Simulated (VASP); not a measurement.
# BaS (I4/mmm) in VASP: a series of runs

The runs below take BaS through single point, with r2SCAN.

Everything below comes from runs of VASP 6.6.1. Logs are shortened: lines on timing, memory, paths and dates and some standing lists are left out, and cuts for length are marked.

**1. The cell of the first run**

Symmetry: I4/mmm, No. 139, tetragonal system. Conventional cell: a = 4.155 Å, b = 4.155 Å, c = 6.643 Å, α = 90.00°, β = 90.00°, γ = 90.00°. Ba (site symmetry 4/mmm) has 6 S at 2.94 to 3.32 Å within 3.9 Å. S (site symmetry 4/mmm) has 6 Ba at 2.94 to 3.32 Å within 3.9 Å.

**2. Single point, r2SCAN (strain -0.080 along x and y, +0.040 along z)**

POSCAR

```
BaS
1.0
    0.0000000000      2.9382500000      3.3215000000
    2.9382500000      0.0000000000      3.3215000000
    2.9382500000      2.9382500000      0.0000000000
Ba S
1 1
Direct
    0.0000000000      0.0000000000      0.0000000000
    0.5000000000      0.5000000000      0.5000000000
```

INCAR.step1

```
ALGO = Normal ; EDIFF = 1E-4
ENCUT = 520 ; GGA = PE
ISMEAR = 0 ; LASPH = True
LCHARG = False ; LREAL = False
LWAVE = True ; NBANDS = 15
NELM = 80 ; PREC = Accurate
SIGMA = 0.05
```

INCAR.step2

```
ALGO = Normal ; EDIFF = 1E-6
ENCUT = 520 ; ISIF = 2
ISMEAR = 0 ; ISTART = 1
LASPH = True ; LCHARG = False
LMIXTAU = True ; LREAL = False
LWAVE = False ; METAGGA = R2SCAN
NBANDS = 15 ; NELM = 80
PREC = Accurate ; SIGMA = 0.05
```

KPOINTS

```
k-points
0
Gamma
  6 6 6
```

Potentials or basis: VASP PAW PBE potentials, release 64 (Ba_sv, S).

Started as:

```console
$ cat potpaw_PBE.64/Ba_sv/POTCAR potpaw_PBE.64/S/POTCAR > POTCAR
$ cp INCAR.step1 INCAR
$ mpirun -np 1 vasp_std > vasp.out
$ cp INCAR.step2 INCAR
$ mpirun -np 1 vasp_std > vasp.out
```

OUTCAR:

```text
EDIFF = 1E-6
   ENCUT = 520
   ISIF = 2
   ISMEAR = 0
   ISTART = 1
   LASPH = True
   LREAL = False
   METAGGA = R2SCAN
   NELM = 80
   PREC = Accurate

 ion  position               nearest neighbor table
   1  0.000  0.000  0.000-   2 2.94   2 2.94   2 2.94   2 2.94   2 3.32   2 3.32
   2  0.500  0.500  0.500-   1 2.94   1 2.94   1 2.94   1 2.94   1 3.32   1 3.32

  LATTYP: Found a body centered tetragonal cell.
 ALAT       =     4.1553129996
 C/A-ratio  =     1.5986762009

  Lattice vectors:

 A1 = (  -2.9382500000,   0.0000000000,   3.3215000000)
 A2 = (   2.9382500000,   0.0000000000,   3.3215000000)
 A3 = (   0.0000000000,   2.9382500000,  -3.3215000000)

Analysis of symmetry for initial positions (statically):
=====================================================================
 Subroutine PRICEL returns:
 Original cell was already a primitive cell.

 Routine SETGRP: Setting up the symmetry group for a
 body centered tetragonal supercell.

 Subroutine GETGRP returns: Found 16 space group operations
 (whereof 16 operations were pure point group operations)
 out of a pool of 16 trial point group operations.

The static configuration has the point symmetry D_4h.

Analysis of symmetry for dynamics (positions and initial velocities):
=====================================================================
 Subroutine PRICEL returns:
 Original cell was already a primitive cell.

 Routine SETGRP: Setting up the symmetry group for a
 body centered tetragonal supercell.

 Subroutine GETGRP returns: Found 16 space group operations
 (whereof 16 operations were pure point group operations)
 out of a pool of 16 trial point group operations.

The dynamic configuration has the point symmetry D_4h.

 Subroutine INISYM returns: Found 16 space group operations
 (whereof 16 operations are pure point group operations),
 and found     1 'primitive' translations

----------------------------------------------------------------------------------------

                                     Primitive cell

  volume of cell :      57.3511

  direct lattice vectors                    reciprocal lattice vectors
     0.000000000  2.938250000  3.321500000    -0.170169318  0.170169318  0.150534397
     2.938250000  0.000000000  3.321500000     0.170169318 -0.170169318  0.150534397
     2.938250000  2.938250000  0.000000000     0.170169318  0.170169318 -0.150534397

  length of vectors
     4.434599792  4.434599792  4.155313000     0.283858765  0.283858765  0.283858765

  position of ions in fractional coordinates (direct lattice)
     0.000000000  0.000000000  0.000000000
     0.500000000  0.500000000  0.500000000

  ion indices of the primitive-cell ions
   primitive index   ion index
                 1           1
                 2           2

----------------------------------------------------------------------------------------

 KPOINTS: k-points

Automatic generation of k-mesh.
 Grid dimensions read from file:
 generate k-points for:    6    6    6

 Generating k-lattice:

  Cartesian coordinates                     Fractional coordinates (reciprocal lattice)
    -0.028361553  0.028361553  0.025089066     0.166666667  0.000000000  0.000000000
     0.028361553 -0.028361553  0.025089066     0.000000000  0.166666667  0.000000000
     0.028361553  0.028361553 -0.025089066    -0.000000000 -0.000000000  0.166666667

  Length of vectors
     0.047309794  0.047309794  0.047309794

  Shift w.r.t. Gamma in fractional coordinates (k-lattice)
     0.000000000  0.000000000  0.000000000

 Subroutine IBZKPT returns following result:
 ===========================================

 Found     30 irreducible k-points:

 Following reciprocal coordinates:
            Coordinates               Weight
  0.000000  0.000000  0.000000      1.000000
  0.166667  0.000000  0.000000      8.000000
  0.333333  0.000000  0.000000      8.000000
  0.500000  0.000000  0.000000      4.000000
  0.166667  0.166667  0.000000      2.000000
  0.333333  0.166667  0.000000      8.000000
[... 16 lines left out ...]
  0.333333  0.000000  0.333333      4.000000
  0.500000 -0.000000  0.333333     16.000000
 [... further k-points ...]
   k-points           NKPTS =     30   k-points in BZ     NKDIM =     30   number of bands    NBANDS=     15
   number of dos      NEDOS =    301   number of ions     NIONS =      2
   total plane-waves  NPLWV =  41472
   dimension x,y,z NGX =    36 NGY =   36 NGZ =   32
   dimension x,y,z NGXF=    72 NGYF=   72 NGZF=   64
   ions per type =               1   1
   NGX,Y,Z   is equivalent  to a cutoff of  13.50, 13.50, 12.80 a.u.
   NGXF,Y,Z  is equivalent  to a cutoff of  26.99, 26.99, 25.61 a.u.
 SYSTEM =  unknown system
   PREC   = accura    normal or accurate (medium, high low for compatibility)
   ISTART =      1    job   : 0-new  1-cont  2-samecut
   ICHARG =      0    charge: 1-file 2-atom 10-const
   ISPIN  =      1    spin polarized calculation?
   LNONCOLLINEAR =      F non collinear calculations
   LSORBIT =      F    spin-orbit coupling
   LASPH  =      T    aspherical Exc in radial PAW
   ENCUT  =  520.0 eV  38.22 Ry    6.18 a.u.   8.25  8.25  7.73*2*pi/ulx,y,z
   NELM   =     80;   NELMIN=  2; NELMDL=  0     # of ELM steps
   EDIFF  = 0.1E-05   stopping-criterion for ELM
   LREAL  =      F    real-space projection
   EDIFFG = 0.1E-04   stopping-criterion for IOM
   NSW    =      0    number of steps for IOM
   IBRION =     -1    ionic relax: 0-MD 1-quasi-New 2-CG
   NFREE  =      0    steps in history (QN), initial steepest desc. (CG)
   ISIF   =      2    stress and relaxation
   ISYM   =      2    0-nonsym 1-usesym 2-fastsym
   POTIM  = 0.5000    time-step for ionic-motion
   TEBEG  =    0.0;   TEEND  =   0.0 temperature during run
   PSTRESS=    0.0 pullay stress
   NELECT =      16.0000    total number of electrons
   NUPDOWN=      -1.0000    fix difference up-down
   EMIN   =  10.00;   EMAX   =-10.00  energy-range for DOS
   EFERMI =   0.00;   METHOD = LEGACY
   ISMEAR =     0;   SIGMA  =   0.05  broadening in eV -4-tet -1-fermi 0-gaus
   EFERMI_NEDOS =   21; number of points for ismear=-14 and -15
   IALGO  =     38    algorithm
   IMIX   =      4    mixing-type and parameters
     AMIX     =   0.40;   BMIX     =  1.00
     AMIX_MAG =   1.60;   BMIX_MAG =  1.00
  volume/ion in A,a.u.               =      28.68       193.51
  Fermi-wavevector in a.u.,A,eV,Ry     =   1.069714  2.021466 15.568977  1.144288
  Thomas-Fermi vector in A             =   2.205402
   LORBIT       =      0    0 simple, 1 ext, 2 COOP (PROOUT), +10 PAW based schemes
   METAGGA = R2SCAN    functional components
   LHFCALC =     F    Hartree Fock is set to
   AEXX    =    0.0000 exact exchange contribution
   IVDW    =     0    specifies the selected vdW correction
   LEPSILON=     F    determine dielectric tensor
   LRPA    =     F    only Hartree local field effects (RPA)
 non-spin polarized calculation
 Gauss-broadening in eV      SIGMA  =   0.05
  energy-cutoff  :      520.00
  volume of cell :       57.35
 maximum number of plane-waves:      1558
 NGX is ok and might be reduce to    36
   NGX = 17   NGY = 17   NGZ = 15

 number of electron      16.0000001 magnetization

 Free energy of the ion-electron system (eV)
  ---------------------------------------------------
  ext. energy  EPLUGINS =         0.00000000
  ---------------------------------------------------
  free energy    TOTEN  =       -38.66615993 eV

  energy without entropy =      -38.66615993  energy(sigma->0) =      -38.66615993

 E-fermi :   2.5538     XC(G=0):  -9.6333

 val. band max:        2.2573282183   @ k =   0.5000   0.0000   0.5000
 cond. band min:       4.1446362724   @ k =   0.5000   0.0000   0.5000
 fundamental gap:      1.8873080542
 Fermi energy:         2.5537816961

 k-point     1 :       0.0000    0.0000    0.0000
  band No.  band energies     occupation
      1     -24.4581      2.00000
      2      -9.1008      2.00000
      3      -9.1008      2.00000
      4      -9.0807      2.00000
      5      -9.0750      2.00000
      6       1.6316      2.00000
      7       2.1853      2.00000
      8       2.1853      2.00000
      9       5.6074      0.00000
     10       5.8445      0.00000
     11       6.6061      0.00000
     12       6.6061      0.00000
     13       7.7767      0.00000
     14       8.2060      0.00000
     15      11.4634      0.00000

 k-point     2 :       0.1667    0.0000    0.0000
  band No.  band energies     occupation
      1     -24.4343      2.00000
      2     -10.1311      2.00000
      3      -9.1132      2.00000
      4      -9.0861      2.00000
      5      -8.0057      2.00000
      6       1.1643      2.00000
      7       1.5237      2.00000
      8       1.6346      2.00000
      9       6.1238      0.00000
     10       6.5976      0.00000
     11       6.8744      0.00000
     12       7.0290      0.00000
     13       8.9069      0.00000
     14       9.2132      0.00000
     15      12.7526      0.00000

 k-point     3 :       0.3333    0.0000    0.0000
  band No.  band energies     occupation
      1     -24.3861      2.00000
      2     -10.8830      2.00000
      3      -9.1827      2.00000
      4      -9.0554      2.00000
      5      -7.1506      2.00000
      6       0.1875      2.00000
      7       0.7966      2.00000
      8       0.8207      2.00000
      9       7.0615      0.00000
     10       8.0139      0.00000
     11       8.1868      0.00000
     12       8.4787      0.00000
     13      10.7995      0.00000
     14      11.3747      0.00000
     15      13.5206      0.00000
[... 343 lines left out ...]
 k-point    23 :       0.3333    0.0000    0.3333
  band No.  band energies     occupation
      1     -24.3514      2.00000
      2     -10.4648      2.00000
      3      -9.4838      2.00000
      4      -9.2417      2.00000
      5      -7.9900      2.00000
      6       0.8082      2.00000
      7       1.4154      2.00000
      8       2.1154      2.00000
      9       4.5630      0.00000
     10       7.4486      0.00000
     11       9.2863      0.00000
     12       9.8706      0.00000
     13       9.9403      0.00000
     14      12.9873      0.00000
     15      13.1449      0.00000

 k-point    24 :       0.5000   -0.0000    0.3333
  band No.  band energies     occupation
      1     -24.3288      2.00000
      2     -10.3871      2.00000
      3      -9.5970      2.00000
      4      -9.3111      2.00000
      5      -8.2420      2.00000
      6       1.1398      2.00000
      7       1.5449      2.00000
      8       1.7482      2.00000
      9       4.9071      0.00000
     10       8.5170      0.00000
     11       9.2522      0.00000
     12      10.4392      0.00000
     13      10.7945      0.00000
     14      11.9368      0.00000
     15      12.6755      0.00000

 [... further k-points ...]

------------------------ aborting loop because EDIFF is reached ----------------------------------------

  FORCE on cell =-STRESS in cart. coord.  units (eV):
  Direction    XX          YY          ZZ          XY          YZ          ZX
  --------------------------------------------------------------------------------------
  -------------------------------------------------------------------------------------
  Total        6.6317045      6.6317045      0.0874765      0.0000000     -0.0000000      0.0000000
  in kB      185.2652672    185.2652672      2.4437698      0.0000000     -0.0000000      0.0000000
  external PRESSURE =     124.3247681 kB  Pullay stress =       0.0000000 kB

 VOLUME and BASIS-vectors are now :
 -----------------------------------------------------------------------------
  energy-cutoff  :      520.00
  volume of cell :       57.35
      direct lattice vectors                 reciprocal lattice vectors
     0.000000000  2.938250000  3.321500000    -0.170169318  0.170169318  0.150534397
     2.938250000  0.000000000  3.321500000     0.170169318 -0.170169318  0.150534397
     2.938250000  2.938250000  0.000000000     0.170169318  0.170169318 -0.150534397

 POSITION                                       TOTAL-FORCE (eV/Angst)
 -----------------------------------------------------------------------------------
      0.00000      0.00000      0.00000         0.000000     -0.000000     -0.000000
      2.93825      2.93825      3.32150        -0.000000      0.000000      0.000000
 -----------------------------------------------------------------------------------
    total drift:                                0.000000      0.000000      0.000000

  FREE ENERGIE OF THE ION-ELECTRON SYSTEM (eV)
  ---------------------------------------------------
  free  energy   TOTEN  =       -38.6661599340 eV

  energy  without entropy=      -38.6661599340  energy(sigma->0) =      -38.66615993
```

It took 47 s on 1 thread of Intel Xeon 6975P-C (Granite Rapids), shared host; peak memory 0.21 GiB.

What came out:

- Free energy: -38.6662 eV
- Pressure: 12.4 GPa
- Band gap on the k mesh: 1.89 eV

Stress tensor (GPa, compression positive):
```
18.53  0.00  0.00
 0.00 18.53  0.00
 0.00  0.00  0.24
```

Caveat: the cell differs from its parent crystal (strain -0.080 along x and y, +0.040 along z); the cell stands under pressure; the PAW data sets were made with another functional, which shifts forces and pressure a little; spin-orbit coupling is left out, which moves the levels of the heavy elements.

(Continued in part 2 of 4.)
